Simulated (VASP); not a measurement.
# MnO (R-3m) in VASP: notebook

MnO is run at these levels: PBE; tasks: single point, relaxation of shape and atoms at fixed volume.

All numbers are computed with VASP 6.6.1; they aren't measurements. Logs are shortened: lines on timing, memory, paths and dates and some standing lists are left out, and cuts for length are marked.

## (1) The cell of the first run

The structure is trigonal, space group R-3m (No. 166). Conventional cell: a = 3.123 Å, b = 3.123 Å, c = 6.224 Å, α = 90.00°, β = 90.00°, γ = 120.00°. Mn (site symmetry -3m) has 6 O at 2.08 Å and 6 Mn at 2.75 Å within 2.8 Å. Within 2.8 Å of O (site symmetry -3m) lie 6 Mn at 2.08 Å and 6 O at 2.75 Å.

## (2) Single point, PBE (8.76 Å³/atom)

Contents of INCAR:

```
SYSTEM = MnO
PREC = Accurate ; ENCUT = 520
EDIFF = 1E-7 ; ISMEAR = 0
SIGMA = 0.05 ; LREAL = .FALSE.
LASPH = .TRUE. ; NELM = 80
ALGO = Normal ; ISIF = 2
LWAVE = .FALSE. ; LCHARG = .FALSE.
GGA = PE ; NBANDS = 16
```

Contents of KPOINTS:

```
regular mesh
0
G
  14 14 14
  0 0 0
```

Contents of POSCAR:

```
MnO
1.0
    1.5616745271      0.9016332100      2.0746116320
   -1.5616745271      0.9016332100      2.0746116320
    0.0000000000     -1.8032664159      2.0746116338
Mn O
1 1
Direct
    1.0000000000      0.0000000000      0.0000000000
    0.5000000000      0.5000000000      0.5000000000
```

Potentials or basis: VASP PAW PBE potentials, release 64 (Mn_pv, O).

Command:

```bash
> cat potpaw_PBE.64/Mn_pv/POTCAR potpaw_PBE.64/O/POTCAR > POTCAR
> mpirun -np 1 vasp_std > vasp.out
```

OUTCAR:

```text
SYSTEM = MnO
   PREC = Accurate
   ENCUT = 520
   EDIFF = 1E-7
   ISMEAR = 0
   LREAL = .FALSE.
   LASPH = .TRUE.
   NELM = 80
   ISIF = 2
   GGA = PE

 ion  position               nearest neighbor table
   1  0.000  0.000  0.000-   2 2.08   2 2.08   2 2.08   2 2.08   2 2.08   2 2.08
   2  0.500  0.500  0.500-   1 2.08   1 2.08   1 2.08   1 2.08   1 2.08   1 2.08

  LATTYP: Found a trigonal (rhomboedric) cell.
 ALAT       =     2.7487784919
 COS(alpha) =     0.3544475100

  Lattice vectors:

 A1 = (   1.5616745271,   0.9016332100,   2.0746116320)
 A2 = (  -1.5616745271,   0.9016332100,   2.0746116320)
 A3 = (   0.0000000000,  -1.8032664159,   2.0746116338)

Analysis of symmetry for initial positions (statically):
=====================================================================
 Subroutine PRICEL returns:
 Original cell was already a primitive cell.

 Routine SETGRP: Setting up the symmetry group for a
 trigonal (rhombohedral) supercell.

 Subroutine GETGRP returns: Found 12 space group operations
 (whereof 12 operations were pure point group operations)
 out of a pool of 12 trial point group operations.

The static configuration has the point symmetry D_3d.

Analysis of symmetry for dynamics (positions and initial velocities):
=====================================================================
 Subroutine PRICEL returns:
 Original cell was already a primitive cell.

 Routine SETGRP: Setting up the symmetry group for a
 trigonal (rhombohedral) supercell.

 Subroutine GETGRP returns: Found 12 space group operations
 (whereof 12 operations were pure point group operations)
 out of a pool of 12 trial point group operations.

The dynamic configuration has the point symmetry D_3d.

 Subroutine INISYM returns: Found 12 space group operations
 (whereof 12 operations are pure point group operations),
 and found     1 'primitive' translations

----------------------------------------------------------------------------------------

                                     Primitive cell

  volume of cell :      17.5270

  direct lattice vectors                    reciprocal lattice vectors
     1.561674527  0.901633210  2.074611632     0.320169146  0.184849743  0.160672642
    -1.561674527  0.901633210  2.074611632    -0.320169146  0.184849743  0.160672642
     0.000000000 -1.803266416  2.074611634     0.000000000 -0.369699485  0.160672643

  length of vectors
     2.748778492  2.748778492  2.748778492     0.403104711  0.403104711  0.403104711

  position of ions in fractional coordinates (direct lattice)
     0.000000000  0.000000000  0.000000000
     0.500000000  0.500000000  0.500000000

  ion indices of the primitive-cell ions
   primitive index   ion index
                 1           1
                 2           2

----------------------------------------------------------------------------------------

 KPOINTS: regular mesh

Automatic generation of k-mesh.
 Grid dimensions read from file:
 generate k-points for:   14   14   14

 Generating k-lattice:

  Cartesian coordinates                     Fractional coordinates (reciprocal lattice)
     0.022869225  0.013203553  0.011476617     0.071428571  0.000000000  0.000000000
    -0.022869225  0.013203553  0.011476617     0.000000000  0.071428571  0.000000000
     0.000000000 -0.026407106  0.011476617     0.000000000  0.000000000  0.071428571

  Length of vectors
     0.028793194  0.028793194  0.028793194

  Shift w.r.t. Gamma in fractional coordinates (k-lattice)
     0.000000000  0.000000000  0.000000000

 Subroutine IBZKPT returns following result:
 ===========================================

 Found    288 irreducible k-points:

 Following reciprocal coordinates:
            Coordinates               Weight
  0.000000  0.000000  0.000000      1.000000
  0.071429  0.000000  0.000000      6.000000
  0.142857  0.000000  0.000000      6.000000
  0.214286  0.000000  0.000000      6.000000
  0.285714  0.000000  0.000000      6.000000
  0.357143  0.000000  0.000000      6.000000
[... 16 lines left out ...]
  0.214286  0.142857  0.000000     12.000000
  0.285714  0.142857  0.000000     12.000000
 [... further k-points ...]
   k-points           NKPTS =    288   k-points in BZ     NKDIM =    288   number of bands    NBANDS=     16
   number of dos      NEDOS =    301   number of ions     NIONS =      2
   total plane-waves  NPLWV =   8000
   dimension x,y,z NGX =    20 NGY =   20 NGZ =   20
   dimension x,y,z NGXF=    40 NGYF=   40 NGZF=   40
   ions per type =               1   1
   NGX,Y,Z   is equivalent  to a cutoff of  12.10, 12.10, 12.10 a.u.
   NGXF,Y,Z  is equivalent  to a cutoff of  24.19, 24.19, 24.19 a.u.
 SYSTEM =  MnO
   PREC   = accura    normal or accurate (medium, high low for compatibility)
   ISTART =      0    job   : 0-new  1-cont  2-samecut
   ICHARG =      2    charge: 1-file 2-atom 10-const
   ISPIN  =      1    spin polarized calculation?
   LNONCOLLINEAR =      F non collinear calculations
   LSORBIT =      F    spin-orbit coupling
   LASPH  =      T    aspherical Exc in radial PAW
   ENCUT  =  520.0 eV  38.22 Ry    6.18 a.u.   5.11  5.11  5.11*2*pi/ulx,y,z
   NELM   =     80;   NELMIN=  2; NELMDL= -5     # of ELM steps
   EDIFF  = 0.1E-06   stopping-criterion for ELM
   LREAL  =      F    real-space projection
   EDIFFG = 0.1E-05   stopping-criterion for IOM
   NSW    =      0    number of steps for IOM
   IBRION =     -1    ionic relax: 0-MD 1-quasi-New 2-CG
   NFREE  =      0    steps in history (QN), initial steepest desc. (CG)
   ISIF   =      2    stress and relaxation
   ISYM   =      2    0-nonsym 1-usesym 2-fastsym
   POTIM  = 0.5000    time-step for ionic-motion
   TEBEG  =    0.0;   TEEND  =   0.0 temperature during run
   PSTRESS=    0.0 pullay stress
   NELECT =      19.0000    total number of electrons
   NUPDOWN=      -1.0000    fix difference up-down
   EMIN   =  10.00;   EMAX   =-10.00  energy-range for DOS
   EFERMI =   0.00;   METHOD = LEGACY
   ISMEAR =     0;   SIGMA  =   0.05  broadening in eV -4-tet -1-fermi 0-gaus
   EFERMI_NEDOS =   21; number of points for ismear=-14 and -15
   IALGO  =     38    algorithm
   IMIX   =      4    mixing-type and parameters
     AMIX     =   0.40;   BMIX     =  1.00
     AMIX_MAG =   1.60;   BMIX_MAG =  1.00
  volume/ion in A,a.u.               =       8.76        59.14
  Fermi-wavevector in a.u.,A,eV,Ry     =   1.681731  3.178011 38.480259  2.828219
  Thomas-Fermi vector in A             =   2.765236
   LORBIT       =      0    0 simple, 1 ext, 2 COOP (PROOUT), +10 PAW based schemes
   GGA     = PE    functional components
   LHFCALC =     F    Hartree Fock is set to
   AEXX    =    0.0000 exact exchange contribution
   IVDW    =     0    specifies the selected vdW correction
   LEPSILON=     F    determine dielectric tensor
   LRPA    =     F    only Hartree local field effects (RPA)
 non-spin polarized calculation
 Gauss-broadening in eV      SIGMA  =   0.05
  energy-cutoff  :      520.00
  volume of cell :       17.53
 maximum number of plane-waves:       491
   NGX = 11   NGY = 11   NGZ = 11

 number of electron      19.0000001 magnetization

 Free energy of the ion-electron system (eV)
  ---------------------------------------------------
  ext. energy  EPLUGINS =         0.00000000
  ---------------------------------------------------
  free energy    TOTEN  =       -14.97329747 eV

  energy without entropy =      -14.96863438  energy(sigma->0) =      -14.97096592

 E-fermi :   9.9604     XC(G=0): -13.3616

 val. band max:        9.9599822731   @ k =  -0.2857   0.4286   0.2143
 cond. band min:       9.9634941868   @ k =   0.5000   0.4286   0.1429
 fundamental gap:      0.0035119136
 Fermi energy:         9.9603905647

 k-point     1 :       0.0000    0.0000    0.0000
  band No.  band energies     occupation
      1     -38.4409      2.00000
      2     -38.4409      2.00000
      3     -38.2000      2.00000
      4     -11.9992      2.00000
      5       5.1667      2.00000
      6       5.1667      2.00000
[... 8 lines left out ...]
     15      27.8143      0.00000
     16      27.8143      0.00000

 k-point     2 :       0.0714    0.0000    0.0000
  band No.  band energies     occupation
      1     -38.4475      2.00000
      2     -38.4407      2.00000
      3     -38.2037      2.00000
      4     -11.9404      2.00000
      5       4.8089      2.00000
      6       4.9811      2.00000
[... 8 lines left out ...]
     15      27.6890      0.00000
     16      28.2535      0.00000

 k-point     3 :       0.1429    0.0000    0.0000
  band No.  band energies     occupation
      1     -38.4668      2.00000
      2     -38.4401      2.00000
      3     -38.2132      2.00000
      4     -11.7719      2.00000
      5       3.9312      2.00000
      6       4.5515      2.00000
[... 8 lines left out ...]
     15      27.2728      0.00000
     16      29.1117      0.00000

 k-point     4 :       0.2143    0.0000    0.0000
  band No.  band energies     occupation
      1     -38.4963      2.00000
      2     -38.4393      2.00000
      3     -38.2250      2.00000
      4     -11.5172      2.00000
      5       2.8837      2.00000
      6       4.0624      2.00000
[... 8 lines left out ...]
     15      26.5463      0.00000
     16      30.0479      0.00000

 k-point     5 :       0.2857    0.0000    0.0000
  band No.  band energies     occupation
      1     -38.5311      2.00000
      2     -38.4384      2.00000
      3     -38.2358      2.00000
      4     -11.2167      2.00000
      5       1.8848      2.00000
      6       3.6198      2.00000
[... 8 lines left out ...]
     15      25.6559      0.00000
     16      30.0225      0.00000

 k-point     6 :       0.3571    0.0000    0.0000
  band No.  band energies     occupation
      1     -38.5638      2.00000
      2     -38.4376      2.00000
      3     -38.2441      2.00000
      4     -10.9263      2.00000
      5       1.0656      2.00000
      6       3.2769      2.00000
[... 8 lines left out ...]
     15      24.8313      0.00000
     16      29.1614      0.00000

 k-point     7 :       0.4286    0.0000    0.0000
  band No.  band energies     occupation
      1     -38.5870      2.00000
      2     -38.4371      2.00000
      3     -38.2491      2.00000
      4     -10.7121      2.00000
      5       0.5251      2.00000
      6       3.0618      2.00000
[... 8 lines left out ...]
     15      24.2580      0.00000
     16      28.5568      0.00000

 k-point     8 :       0.5000    0.0000    0.0000
  band No.  band energies     occupation
      1     -38.5953      2.00000
      2     -38.4369      2.00000
      3     -38.2508      2.00000
      4     -10.6327      2.00000
      5       0.3356      2.00000
      6       2.9887      2.00000
[... 8 lines left out ...]
     15      24.0531      0.00000
     16      28.3430      0.00000

 k-point     9 :       0.0714    0.0714    0.0000
  band No.  band energies     occupation
      1     -38.4455      2.00000
      2     -38.4446      2.00000
      3     -38.2080      2.00000
      4     -11.9126      2.00000
      5       4.6695      2.00000
      6       4.9675      2.00000
[... 8 lines left out ...]
     15      27.4459      0.00000
     16      28.3508      0.00000
[... 172 lines left out ...]
 k-point    19 :      -0.2143    0.0714    0.0000
  band No.  band energies     occupation
      1     -38.5042      2.00000
      2     -38.4447      2.00000
      3     -38.2282      2.00000
      4     -11.4059      2.00000
      5       2.5710      2.00000
      6       3.9400      2.00000
[... 8 lines left out ...]
     15      25.7289      0.00000
     16      29.6024      0.00000

 k-point    20 :      -0.1429    0.0714   -0.0000
  band No.  band energies     occupation
      1     -38.4749      2.00000
      2     -38.4447      2.00000
      3     -38.2163      2.00000
      4     -11.6675      2.00000
      5       3.5038      2.00000
      6       4.3935      2.00000
[... 8 lines left out ...]
     15      26.4628      0.00000
     16      29.5375      0.00000

 k-point    21 :      -0.0714    0.0714    0.0000
  band No.  band energies     occupation
      1     -38.4551      2.00000
      2     -38.4433      2.00000
      3     -38.2070      2.00000
      4     -11.8548      2.00000
      5       4.3134      2.00000
      6       4.7910      2.00000
[... 8 lines left out ...]
     15      27.1593      0.00000
     16      28.9264      0.00000

 k-point    22 :       0.1429    0.1429    0.0000
  band No.  band energies     occupation
      1     -38.4586      2.00000
      2     -38.4556      2.00000
      3     -38.2293      2.00000
      4     -11.6763      2.00000
      5       3.6068      2.00000
      6       4.5661      2.00000
[... 8 lines left out ...]
     15      26.6850      0.00000
     16      28.2095      0.00000

 k-point    23 :       0.2143    0.1429    0.0000
  band No.  band energies     occupation
      1     -38.4816      2.00000
      2     -38.4537      2.00000
      3     -38.2425      2.00000
      4     -11.4899      2.00000
      5       2.9677      2.00000
      6       4.2199      2.00000
[... 8 lines left out ...]
     15      26.4799      0.00000
     16      27.7003      0.00000

 k-point    24 :       0.2857    0.1429    0.0000
  band No.  band energies     occupation
      1     -38.5132      2.00000
      2     -38.4516      2.00000
      3     -38.2541      2.00000
      4     -11.2448      2.00000
      5       2.2345      2.00000
      6       3.7682      2.00000
[... 8 lines left out ...]
     15      25.8731      0.00000
     16      28.0086      0.00000

 [... further k-points ...]

------------------------ aborting loop because EDIFF is reached ----------------------------------------

  FORCE on cell =-STRESS in cart. coord.  units (eV):
  Direction    XX          YY          ZZ          XY          YZ          ZX
  --------------------------------------------------------------------------------------
  -------------------------------------------------------------------------------------
  Total       -0.8902762     -0.8902762     -0.8882896      0.0000000      0.0000000      0.0000000
  in kB      -81.3817179    -81.3817179    -81.2001239      0.0000000      0.0000000      0.0000000
  external PRESSURE =     -81.3211866 kB  Pullay stress =       0.0000000 kB

 VOLUME and BASIS-vectors are now :
 -----------------------------------------------------------------------------
  energy-cutoff  :      520.00
  volume of cell :       17.53
      direct lattice vectors                 reciprocal lattice vectors
     1.561674527  0.901633210  2.074611632     0.320169146  0.184849743  0.160672642
    -1.561674527  0.901633210  2.074611632    -0.320169146  0.184849743  0.160672642
     0.000000000 -1.803266416  2.074611634     0.000000000 -0.369699485  0.160672643

 POSITION                                       TOTAL-FORCE (eV/Angst)
 -----------------------------------------------------------------------------------
      0.00000      0.00000      0.00000        -0.000000     -0.000000     -0.000000
      0.00000      0.00000      3.11192         0.000000      0.000000      0.000000
 -----------------------------------------------------------------------------------
    total drift:                               -0.000000     -0.000000      0.000000

  FREE ENERGIE OF THE ION-ELECTRON SYSTEM (eV)
  ---------------------------------------------------
  free  energy   TOTEN  =       -14.9732974702 eV

  energy  without entropy=      -14.9686343789  energy(sigma->0) =      -14.97096592
```

Wall time 52 s (1 thread of Intel Xeon Platinum 8259CL at 2.50GHz (Skylake/Cascade Lake), shared host); peak memory 0.19 GiB.

Results:

```yaml
Free_energy: -14.9733 eV
Pressure: -8.1 GPa
Band_gap_on_the_k_mesh: zero (an odd number of electrons rules out a gap without spin polarisation)
```

Caveat: the cell stands under tension; an odd number of electrons without spin polarisation forces a metal; a magnetic or distorted state may lie lower; the run has no spin polarisation, though such a crystal can be magnetic; semilocal functionals often make such compounds metallic where correlation or magnetic order opens a gap, which also shifts bond lengths.

(Part 1 of 2 ends here.)
